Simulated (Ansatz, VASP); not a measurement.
**CaPtCl6: VASP beside Ansatz**

```xyz
8
Lattice="3.1850 1.8388 5.8245 -3.1850 1.8388 5.8245 0.0000 -3.6777 5.8245" Properties=species:S:1:pos:R:3 pbc="T T T"
Ca    0.0000    0.0000    8.7368
Pt    0.0000    0.0000    0.0000
Cl   -1.0660   -2.0790    7.1802
Cl    1.0660    2.0790   10.2933
Cl   -1.2675    1.9627    7.1802
Cl    1.2675   -1.9627   10.2933
Cl   -2.3335   -0.1163   10.2933
Cl    2.3335    0.1163    7.1802
```

Change from the starting cell: the structure that the rattled cell fell into.

Alike in both runs: task single point; functional PBE; k mesh 3 × 3 × 3; occupations gaussian, width 0.1 eV; no spin polarisation.

|  | VASP | Ansatz |
| --- | --- | --- |
| version | VASP 6.6.1 | Ansatz 0.2.0 |
| potentials or method | VASP PAW PBE potentials, release 64 (Ca_sv, Pt, Cl), cutoff 520 eV | scalar-relativistic, plane waves, PAW |
| valence electrons in the cell | 62 | 70 |

|  | VASP | Ansatz | Ansatz less VASP |
| --- | --- | --- | --- |
| gap on the k mesh at the Fermi level (eV) | 1.79 | 1.79 | -0.003 |
| least direct gap on the mesh (eV) | 1.81 | 1.81 | -0.003 |
| pressure (GPa) | -0.1 | 0.0 | +0.15 |
| rms of the force components (eV/Å) | 0.032 | 0.013 | -0.0190 |

Atom by atom the forces differ by 0.020 eV/Å (rms over components). VASP's potentials hold 62 valence electrons a cell and Ansatz's 70, so a difference there can come from the potentials and not from the codes.

Spin-orbit coupling is off throughout.
